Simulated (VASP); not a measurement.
# Si2Ni (Fm-3m) in VASP: notebook

Si2Ni is run at these levels: PBE+U; tasks: relaxation of cell and atoms.

Program: VASP 6.6.1. These are calculated values, not measurements. Logs are shortened: lines on timing, memory, paths and dates and some standing lists are left out, and cuts for length are marked.

## 1. The cell of the first run

The structure is cubic, space group Fm-3m (No. 225). Conventional cell: a = 5.406 Å, b = 5.406 Å, c = 5.406 Å, α = 90.00°, β = 90.00°, γ = 90.00°. Ni (site symmetry m-3m) has 8 Si at 2.34 Å within 3.1 Å. Within 3.1 Å of Si (site symmetry -43m) lie 4 Ni at 2.34 Å and 6 Si at 2.70 Å.

## 2. Relaxation of cell and atoms, PBE+U, collinear spin, ferromagnetic start

File INCAR:

```
ALGO = Normal
EDIFF = 1E-6
EDIFFG = -0.01
ENCUT = 600
GGA = PE
IBRION = 2
ISIF = 3
ISMEAR = -1
ISPIN = 2
LASPH = True
LCHARG = False
LDAU = True
LDAUJ = 0 0
LDAUL = 2 -1
LDAUPRINT = 1
LDAUTYPE = 2
LDAUU = 2 0
LMAXMIX = 4
LORBIT = 11
LREAL = False
LWAVE = False
MAGMOM = 1 0 0
NELM = 150
NSW = 60
PREC = Accurate
SIGMA = 0.05
```

File KPOINTS:

```
k-points
0
Gamma
  9 9 9
```

File POSCAR:

```
Si2Ni
1.0
    0.0000000000      2.7030000000      2.7030000000
    2.7030000000      0.0000000000      2.7030000000
    2.7030000000      2.7030000000      0.0000000000
Ni Si
1 2
Direct
    0.0000000000      0.0000000000      0.0000000000
    0.7500000000      0.7500000000      0.7500000000
    0.2500000000      0.2500000000      0.2500000000
```

Potentials or basis: VASP PAW PBE potentials, release 64 (Ni, Si).

Command:

```console
$ cat potpaw_PBE.64/Ni/POTCAR potpaw_PBE.64/Si/POTCAR > POTCAR
$ mpirun -np 1 vasp_std > vasp.out
```

OUTCAR:

```text
EDIFF = 1E-6
   EDIFFG = -0.01
   ENCUT = 600
   GGA = PE
   IBRION = 2
   ISIF = 3
   ISMEAR = -1
   ISPIN = 2
   LASPH = True
   LORBIT = 11
   LREAL = False
   NELM = 150
   NSW = 60
   PREC = Accurate

 ion  position               nearest neighbor table
   1  0.000  0.000  0.000-   2 2.34   2 2.34   3 2.34   3 2.34   2 2.34   2 2.34   3 2.34   3 2.34

   2  0.750  0.750  0.750-   1 2.34   1 2.34   1 2.34   1 2.34   3 2.70   3 2.70   3 2.70   3 2.70
                             3 2.70   3 2.70
   3  0.250  0.250  0.250-   1 2.34   1 2.34   1 2.34   1 2.34   2 2.70   2 2.70   2 2.70   2 2.70
                             2 2.70   2 2.70

  LATTYP: Found a face centered cubic cell.
 ALAT       =     5.4060000000

  Lattice vectors:

 A1 = (   0.0000000000,   2.7030000000,   2.7030000000)
 A2 = (   2.7030000000,   0.0000000000,   2.7030000000)
 A3 = (   2.7030000000,   2.7030000000,   0.0000000000)

Analysis of symmetry for initial positions (statically):
=====================================================================
 Subroutine PRICEL returns:
 Original cell was already a primitive cell.

 Routine SETGRP: Setting up the symmetry group for a
 face centered cubic supercell.

 Subroutine GETGRP returns: Found 48 space group operations
 (whereof 48 operations were pure point group operations)
 out of a pool of 48 trial point group operations.

The static configuration has the point symmetry O_h .

Analysis of symmetry for dynamics (positions and initial velocities):
=====================================================================
 Subroutine PRICEL returns:
 Original cell was already a primitive cell.

 Routine SETGRP: Setting up the symmetry group for a
 face centered cubic supercell.

 Subroutine GETGRP returns: Found 48 space group operations
 (whereof 48 operations were pure point group operations)
 out of a pool of 48 trial point group operations.

The dynamic configuration has the point symmetry O_h .

Analysis of structural, dynamic, and magnetic symmetry:
=====================================================================
 Subroutine PRICEL returns:
 Original cell was already a primitive cell.

 Routine SETGRP: Setting up the symmetry group for a
 face centered cubic supercell.

 Subroutine GETGRP returns: Found 48 space group operations
 (whereof 48 operations were pure point group operations)
 out of a pool of 48 trial point group operations.

The overall configuration has the point symmetry O_h .

 Subroutine INISYM returns: Found 48 space group operations
 (whereof 48 operations are pure point group operations),
 and found     1 'primitive' translations

----------------------------------------------------------------------------------------

                                     Primitive cell

  volume of cell :      39.4974

  direct lattice vectors                    reciprocal lattice vectors
     0.000000000  2.703000000  2.703000000    -0.184979652  0.184979652  0.184979652
     2.703000000  0.000000000  2.703000000     0.184979652 -0.184979652  0.184979652
     2.703000000  2.703000000  0.000000000     0.184979652  0.184979652 -0.184979652

  length of vectors
     3.822619259  3.822619259  3.822619259     0.320394156  0.320394156  0.320394156

  position of ions in fractional coordinates (direct lattice)
     0.000000000  0.000000000  0.000000000
     0.750000000  0.750000000  0.750000000
     0.250000000  0.250000000  0.250000000

  ion indices of the primitive-cell ions
   primitive index   ion index
                 1           1
                 2           2
                 3           3

----------------------------------------------------------------------------------------

 KPOINTS: k-points

Automatic generation of k-mesh.
 Grid dimensions read from file:
 generate k-points for:    9    9    9

[... 85 lines left out ...]
  Fermi-wavevector in a.u.,A,eV,Ry     =   1.259823  2.380721 21.594550  1.587155
  Thomas-Fermi vector in A             =   2.393364
[... 47 lines left out ...]
      7       9.5840      0.99972
      8      11.6615      0.00000
      9      11.6615      0.00000
     10      11.6615      0.00000
     11      12.4730      0.00000
     12      12.4730      0.00000
[... 841 lines left out ...]
--------------------------------------- Ionic step        3  -------------------------------------------

 number of electron      18.0000001 magnetization      -0.0000104

atom =   1  type =  1  l = 2

 onsite density matrix

spin component  1

  0.8360  0.0000  0.0000  0.0000  0.0000
  0.0000  0.8360  0.0000 -0.0000  0.0000
  0.0000  0.0000  0.8909 -0.0000 -0.0000
  0.0000 -0.0000 -0.0000  0.8360  0.0000
  0.0000  0.0000 -0.0000  0.0000  0.8909

spin component  2

  0.8360  0.0000  0.0000  0.0000  0.0000
  0.0000  0.8360  0.0000 -0.0000  0.0000
  0.0000  0.0000  0.8909 -0.0000 -0.0000
  0.0000 -0.0000 -0.0000  0.8360  0.0000
  0.0000  0.0000 -0.0000  0.0000  0.8909

 occupancies and eigenvectors

  o =  0.8360  v =  0.0000 -0.0984  0.0000  0.9951 -0.0000  0.0000  0.0000  0.0000  0.0000  0.0000      0.0000  0.0000  0.0000  0.0000  0.0000  0.0000  0.0000  0.0000  0.0000  0.0000
  o =  0.8360  v =  1.0000  0.0000  0.0000  0.0000  0.0000  0.0000  0.0000  0.0000  0.0000  0.0000      0.0000  0.0000  0.0000  0.0000  0.0000  0.0000  0.0000  0.0000  0.0000  0.0000
  o =  0.8360  v =  0.0000 -0.9951  0.0000 -0.0984  0.0000  0.0000  0.0000  0.0000  0.0000  0.0000      0.0000  0.0000  0.0000  0.0000  0.0000  0.0000  0.0000  0.0000  0.0000  0.0000
  o =  0.8360  v =  0.0000  0.0000  0.0000  0.0000  0.0000  0.0000 -0.1476 -0.0000  0.9890  0.0000      0.0000  0.0000  0.0000  0.0000  0.0000  0.0000  0.0000  0.0000  0.0000  0.0000
  o =  0.8360  v =  0.0000  0.0000  0.0000  0.0000  0.0000  1.0000  0.0000  0.0000  0.0000  0.0000      0.0000  0.0000  0.0000  0.0000  0.0000  0.0000  0.0000  0.0000  0.0000  0.0000
  o =  0.8360  v =  0.0000  0.0000  0.0000  0.0000  0.0000  0.0000 -0.9890 -0.0000 -0.1476  0.0000      0.0000  0.0000  0.0000  0.0000  0.0000  0.0000  0.0000  0.0000  0.0000  0.0000
  o =  0.8909  v =  0.0000  0.0000  0.0000  0.0000  0.0000  0.0000  0.0000 -0.4296  0.0000 -0.9030      0.0000  0.0000  0.0000  0.0000  0.0000  0.0000  0.0000  0.0000  0.0000  0.0000
  o =  0.8909  v =  0.0000  0.0000  0.0000  0.0000  0.0000  0.0000  0.0000 -0.9030  0.0000  0.4296      0.0000  0.0000  0.0000  0.0000  0.0000  0.0000  0.0000  0.0000  0.0000  0.0000
  o =  0.8909  v =  0.0000 -0.0000 -0.9993  0.0000 -0.0383  0.0000  0.0000  0.0000  0.0000  0.0000      0.0000  0.0000  0.0000  0.0000  0.0000  0.0000  0.0000  0.0000  0.0000  0.0000
  o =  0.8909  v =  0.0000  0.0000 -0.0383  0.0000  0.9993  0.0000  0.0000  0.0000  0.0000  0.0000      0.0000  0.0000  0.0000  0.0000  0.0000  0.0000  0.0000  0.0000  0.0000  0.0000

 number of electron      18.0000001 magnetization       0.0000058

 Free energy of the ion-electron system (eV)
  ---------------------------------------------------
  ext. energy  EPLUGINS =         0.00000000
  ---------------------------------------------------
  free energy    TOTEN  =       -16.12401636 eV

  energy without entropy =      -16.11719779  energy(sigma->0) =      -16.12060707

 E-fermi :  10.1519     XC(G=0): -11.5156

 val. band max:       10.0545951635   @ k =   0.3333   0.2222   0.0000
 cond. band min:      10.2227049276   @ k =  -0.4444   0.4444   0.1111
 fundamental gap:      0.1681097641
 Fermi energy:        10.1519168993

 spin component 1

 k-point     1 :       0.0000    0.0000    0.0000
  band No.  band energies     occupation
      1      -3.4776      1.00000
      2       4.9335      1.00000
      3       4.9335      1.00000
      4       4.9335      1.00000
      5       6.4806      1.00000
      6       6.4806      1.00000
      7       9.8075      0.99898
      8      11.8191      0.00000
      9      11.8191      0.00000
     10      11.8191      0.00000
     11      12.6024      0.00000
     12      12.6024      0.00000
[... 835 lines left out ...]
  FREE ENERGIE OF THE ION-ELECTRON SYSTEM (eV)
  ---------------------------------------------------
  free  energy   TOTEN  =       -16.1240163563 eV

  energy  without entropy=      -16.1171977859  energy(sigma->0) =      -16.12060707

 reached required accuracy - stopping structural energy minimisation

 total charge

# of ion       s       p       d       tot
------------------------------------------
    1        0.544   0.759   8.546   9.848
    2        0.749   0.829   0.000   1.578
    3        0.749   0.829   0.000   1.578
--------------------------------------------------
tot          2.041   2.417   8.546  13.004

 magnetization (x)

# of ion       s       p       d       tot
------------------------------------------
    1       -0.000   0.000  -0.000  -0.000
    2       -0.000   0.000   0.000  -0.000
    3       -0.000   0.000   0.000  -0.000
--------------------------------------------------
tot         -0.000   0.000  -0.000  -0.000
```

Wall time 85 s (1 thread of Intel Xeon 8259CL, shared host); peak memory 0.23 GiB.

Results:

| Property | Result |
| --- | --- |
| Free energy | -16.1240 eV |
| Relaxed volume | 13.34 Å³/atom |
| Relaxed cell | a = 3.840 Å, b = 3.840 Å, c = 3.840 Å, α = 60.00°, β = 60.00°, γ = 60.00° |
| Space group after relaxing (to 0.1 Å) | Fm-3m (No. 225) |
| Energy gained by relaxing | 1.1 meV/atom |
| Ionic steps | 3 |
| Pressure after relaxing | 0.0 GPa |
| Band gap on the k mesh | zero (filled and empty bands overlap) |
| Net moment | 0.00 μB per cell |
| Valence electrons inside the program's atomic spheres | Ni 9.85; Si 1.58 |

The path:
```csv
step,energy change (eV),largest force (eV/Å),pressure (GPa),volume (Å³)
1,0.0000,0.0000,1.98,39.50
2,-0.0014,0.0000,-1.47,40.43
3,-0.0033,0.0000,0.01,40.03
```

Final structure:
```yaml
crystal:
  lattice:
    - [0.00000, 2.71512, 2.71512]
    - [2.71512, 0.00000, 2.71512]
    - [2.71512, 2.71512, 0.00000]
  atoms:
    - { symbol: Ni, position: [0.00000, 0.00000, 0.00000] }
    - { symbol: Si, position: [0.75000, 0.75000, 0.75000] }
    - { symbol: Si, position: [0.25000, 0.25000, 0.25000] }
```

Levels at points of the mesh, in eV from the Fermi level:
Spin up:
| k point | band 6 | band 7 | band 8 | band 9 | band 10 | band 11 | band 12 | band 13 |
| --- | --- | --- | --- | --- | --- | --- | --- | --- |
| (0.00, 0.00, 0.00) | -3.67 | -0.34 | 1.67 | 1.67 | 1.67 | 2.45 | 2.45 | 2.45 |
Spin down:
```tsv
k point	band 6	band 7	band 8	band 9	band 10	band 11	band 12	band 13
(0.00, 0.00, 0.00)	-3.67	-0.34	1.67	1.67	1.67	2.45	2.45	2.45
```

Eigenvalues of the final occupation matrices:
```
    site  spin  trace               eigenvalues
site 1 d     1   4.29  0.84 0.84 0.84 0.89 0.89
site 1 d     2   4.29  0.84 0.84 0.84 0.89 0.89
```

Caveat: the U is typed as a test and isn't derived for this compound. Zero-point motion and thermal expansion aren't in these numbers.

## 3. Relaxation of cell and atoms, PBE+U, collinear spin, ferromagnetic start

File INCAR:

```
SYSTEM = Si2Ni
ALGO = Normal
EDIFF = 1E-7
EDIFFG = -0.01
ENCUT = 600
GGA = PE
IBRION = 2
ISIF = 3
ISMEAR = -1
ISPIN = 2
LASPH = .True.
LCHARG = .False.
LDAU = .True.
LDAUJ = 0 0
LDAUL = 2 -1
LDAUPRINT = 1
LDAUTYPE = 2
LDAUU = 3 0
LMAXMIX = 4
LORBIT = 11
LREAL = .False.
LWAVE = .False.
MAGMOM = 1 0 0
NELM = 150
NSW = 60
PREC = Accurate
SIGMA = 0.05
```

File KPOINTS:

```
k-points
0
Gamma
  9 9 9
  0 0 0
```

POSCAR is that of step 2.

Potentials or basis: VASP PAW PBE potentials, release 64 (Ni, Si).

Command:

```console
$ cat potpaw_PBE.64/Ni/POTCAR potpaw_PBE.64/Si/POTCAR > POTCAR
$ mpirun -np 1 vasp_std > vasp.out
```

Wall time 1.8 min (1 thread of Intel Xeon 8259CL, shared host); peak memory 0.23 GiB.

It converged, with:

- Free energy: -15.5292 eV
- Relaxed volume: 13.26 Å³/atom
- Relaxed cell: a = 3.831 Å, b = 3.831 Å, c = 3.831 Å, α = 60.00°, β = 60.00°, γ = 60.00°
- Space group after relaxing (to 0.1 Å): Fm-3m (No. 225)
- Energy gained by relaxing: 0.3 meV/atom
- Ionic steps: 3
- Pressure after relaxing: 0.0 GPa
- Band gap on the k mesh: zero (filled and empty bands overlap)
- Net moment: 0.00 μB per cell
- Valence electrons inside the program's atomic spheres: Ni 9.90; Si 1.58

Step by step:
```csv
step,energy change (eV),largest force (eV/Å),pressure (GPa),volume (Å³)
1,0.0000,0.0000,1.03,39.50
2,-0.0003,0.0000,-0.78,39.98
3,-0.0009,0.0000,0.02,39.77
```

Final structure:
```cif
data_structure
_symmetry_space_group_name_H-M 'P 1'
_symmetry_Int_Tables_number 1
_cell_length_a 3.8314
_cell_length_b 3.8314
_cell_length_c 3.8314
_cell_angle_alpha 60.000
_cell_angle_beta 60.000
_cell_angle_gamma 60.000
_cell_volume 39.77
loop_
_atom_site_label
_atom_site_type_symbol
_atom_site_fract_x
_atom_site_fract_y
_atom_site_fract_z
_atom_site_occupancy
Ni1 Ni 0.00000 0.00000 0.00000 1
Si1 Si 0.75000 0.75000 0.75000 1
Si2 Si 0.25000 0.25000 0.25000 1
```

Levels at points of the mesh, in eV from the Fermi level:
Spin up:
| k point | band 5 | band 6 | band 7 | band 8 | band 9 | band 10 | band 11 | band 12 | band 13 | band 14 |
| --- | --- | --- | --- | --- | --- | --- | --- | --- | --- | --- |
| (0.00, 0.00, 0.00) | -3.84 | -3.84 | -0.26 | 1.66 | 1.66 | 1.66 | 2.51 | 2.51 | 2.51 | 4.81 |
Spin down:
| k point | band 6 | band 7 | band 8 | band 9 | band 10 | band 11 | band 12 | band 13 |
| --- | --- | --- | --- | --- | --- | --- | --- | --- |
| (0.00, 0.00, 0.00) | -3.84 | -0.26 | 1.66 | 1.66 | 1.66 | 2.51 | 2.51 | 2.51 |

Eigenvalues of the final occupation matrices:
| site | spin | trace | eigenvalues |
| --- | --- | --- | --- |
| site 1 d | 1 | 4.32 | 0.84 0.84 0.84 0.90 0.90 |
| site 1 d | 2 | 4.32 | 0.84 0.84 0.84 0.90 0.90 |

Caveat: the U is typed as a test and isn't derived for this compound. The state reached can hang on the start; a lower one may exist.

## 4. Relaxation of cell and atoms, PBE+U, collinear spin, ferromagnetic start

File INCAR:

```
SYSTEM = Si2Ni
PREC     = Accurate       ! precision mode
ENCUT    = 600            ! plane-wave cutoff, eV
EDIFF    = 1E-6           ! SCF threshold, eV
ISMEAR   = -1             ! smearing method
SIGMA    = 0.05           ! smearing width, eV
LREAL    = .False.        ! projectors in reciprocal space
LASPH    = .True.         ! aspherical terms in the spheres
NELM     = 150            ! most SCF steps
ALGO     = Normal         ! electronic algorithm
ISIF     = 3              ! what is computed and relaxed
LWAVE    = .False.        ! write WAVECAR
LCHARG   = .False.        ! write CHGCAR
ISPIN    = 2              ! spin polarisation
MAGMOM   = 1 0 0          ! initial moments
LORBIT   = 11             ! projections on sites
LMAXMIX  = 4              ! l up to which the mixer works
LDAU     = .True.         ! DFT+U
LDAUTYPE = 2            
LDAUL    = 2 -1           ! shell
LDAUU    = 4 0            ! U, eV
LDAUJ    = 0 0          
LDAUPRINT= 1            
GGA      = PE             ! functional
IBRION   = 2              ! ionic algorithm
NSW      = 60             ! ionic steps
EDIFFG   = -0.01          ! ionic threshold
```

File KPOINTS:

```
Automatic mesh
0
Gamma
  9 9 9
  0 0 0
```

POSCAR is that of step 3.

Command:

```console
$ cat potpaw_PBE.64/Ni/POTCAR potpaw_PBE.64/Si/POTCAR > POTCAR
$ mpirun -np 1 vasp_std > vasp.out
```

It took 48 s on 1 thread of Intel Xeon 8259CL, shared host; peak memory 0.22 GiB.

Results (log left out):

```yaml
Free_energy: -14.9572 eV
Pressure_after_relaxing: 0.0 GPa
Band_gap_on_the_k_mesh: zero (filled and empty bands overlap)
Net_moment: 0.00 μB per cell
Valence_electrons_inside_the_program's_atomic_spheres: Ni 9.97; Si 1.58
```

Final structure:
```
CELL_PARAMETERS angstrom
0.00000 2.70300 2.70300
2.70300 0.00000 2.70300
2.70300 2.70300 0.00000
ATOMIC_POSITIONS crystal
Ni 0.00000 0.00000 0.00000
Si 0.75000 0.75000 0.75000
Si 0.25000 0.25000 0.25000
```

Levels at points of the mesh, in eV from the Fermi level:
Spin up:
```
           k point  band 5  band 6  band 7  band 8  band 9  band 10  band 11  band 12  band 13  band 14
(0.00, 0.00, 0.00)   -4.01   -4.01   -0.18    1.65    1.65     1.65     2.58     2.58     2.58     4.86
```
Spin down:
| k point | band 6 | band 7 | band 8 | band 9 | band 10 | band 11 | band 12 | band 13 |
| --- | --- | --- | --- | --- | --- | --- | --- | --- |
| (0.00, 0.00, 0.00) | -4.01 | -0.18 | 1.65 | 1.65 | 1.65 | 2.58 | 2.58 | 2.58 |

Eigenvalues of the final occupation matrices:
| site | spin | trace | eigenvalues |
| --- | --- | --- | --- |
| site 1 d | 1 | 4.35 | 0.85 0.85 0.85 0.90 0.90 |
| site 1 d | 2 | 4.35 | 0.85 0.85 0.85 0.90 0.90 |

Caveat: the relaxation stopped at its first step, so nothing moved; the U is typed as a test and isn't derived for this compound.

## 5. Relaxation of cell and atoms, PBE+U, collinear spin, ferromagnetic start

File INCAR:

```
PREC = Accurate ; ENCUT = 600
EDIFF = 1E-6 ; ISMEAR = -1
SIGMA = 0.05 ; LREAL = F
LASPH = T ; NELM = 150
ALGO = Normal ; ISIF = 3
LWAVE = F ; LCHARG = F
ISPIN = 2 ; MAGMOM = 1 0 0
LORBIT = 11 ; LMAXMIX = 4
LDAU = T ; LDAUTYPE = 2
LDAUL = 2 -1 ; LDAUU = 5 0
LDAUJ = 0 0 ; LDAUPRINT = 1
GGA = PE ; IBRION = 2
NSW = 60 ; EDIFFG = -0.01
```

File KPOINTS:

```
Automatic mesh
0
Gamma
  9 9 9
```

POSCAR is that of step 4.

Command:

```console
$ cat potpaw_PBE.64/Ni/POTCAR potpaw_PBE.64/Si/POTCAR > POTCAR
$ mpirun -np 1 vasp_std > vasp.out
```

Run time: 93 s. Hardware: 1 thread of Intel Xeon 8259CL, shared host; peak memory 0.23 GiB.

It converged, with:

| Quantity | Value |
| --- | --- |
| Free energy | -14.4100 eV |
| Relaxed volume | 13.06 Å³/atom |
| Relaxed cell | a = 3.813 Å, b = 3.813 Å, c = 3.813 Å, α = 60.00°, β = 60.00°, γ = 60.00° |
| Space group after relaxing (to 0.1 Å) | Fm-3m (No. 225) |
| Energy gained by relaxing | 0.4 meV/atom |
| Ionic steps | 3 |
| Pressure after relaxing | 0.0 GPa |
| Band gap on the k mesh | zero (filled and empty bands overlap) |
| Net moment | 0.00 μB per cell |
| Valence electrons inside the program's atomic spheres | Ni 10.03; Si 1.58 |

The path:
```
step  energy change (eV)  largest force (eV/Å)  pressure (GPa)  volume (Å³)
   1              0.0000                0.0000           -1.14        39.50
   2             -0.0004                0.0000            0.94        38.96
   3             -0.0011                0.0000           -0.03        39.19
```

Final structure:
```yaml
crystal:
  lattice:
    - [0.00000, 2.69604, 2.69604]
    - [2.69604, 0.00000, 2.69604]
    - [2.69604, 2.69604, 0.00000]
  atoms:
    - { symbol: Ni, position: [0.00000, 0.00000, 0.00000] }
    - { symbol: Si, position: [0.75000, 0.75000, 0.75000] }
    - { symbol: Si, position: [0.25000, 0.25000, 0.25000] }
```

Levels at points of the mesh, in eV from the Fermi level:
Spin up:
```csv
k point,band 6,band 7,band 8,band 9,band 10,band 11,band 12,band 13
"(0.00, 0.00, 0.00)",-4.20,-0.08,1.64,1.64,1.64,2.65,2.65,2.65
```
Spin down:
| k point | band 5 | band 6 | band 7 | band 8 | band 9 | band 10 | band 11 | band 12 | band 13 | band 14 |
| --- | --- | --- | --- | --- | --- | --- | --- | --- | --- | --- |
| (0.00, 0.00, 0.00) | -4.20 | -4.20 | -0.08 | 1.64 | 1.64 | 1.64 | 2.65 | 2.65 | 2.65 | 4.92 |

Eigenvalues of the final occupation matrices:
```csv
site,spin,trace,eigenvalues
site 1 d,1,4.39,0.86 0.86 0.86 0.91 0.91
site 1 d,2,4.39,0.86 0.86 0.86 0.91 0.91
```

Caveat: the U is typed as a test and isn't derived for this compound.

## 6. Summary

| U | gap on the mesh (eV) | pressure (GPa) | moment (μB) | relaxed volume (Å³/atom) |
| --- | --- | --- | --- | --- |
| Ni d U = 2.0 eV | none | 0.0 | 0.00 | 13.34 |
| Ni d U = 3.0 eV | none | 0.0 | 0.00 | 13.26 |
| Ni d U = 4.0 eV | none | 0.0 | 0.00 | - |
| Ni d U = 5.0 eV | none | 0.0 | 0.00 | 13.06 |

Alike in all rows: task relaxation of cell and atoms; level PBE+U; potentials or basis VASP PAW PBE potentials, release 64 (Ni, Si); spin collinear, ferromagnetic start; cell relaxed; k mesh 9 × 9 × 9; cutoff (eV) 600; smearing fermi-dirac 0.05 eV.

Caveats: the U is typed as a test and isn't derived for this compound; the relaxation stopped at its first step, so nothing moved (at least some runs).

Absolute energies hang on the potentials; compare differences alone.
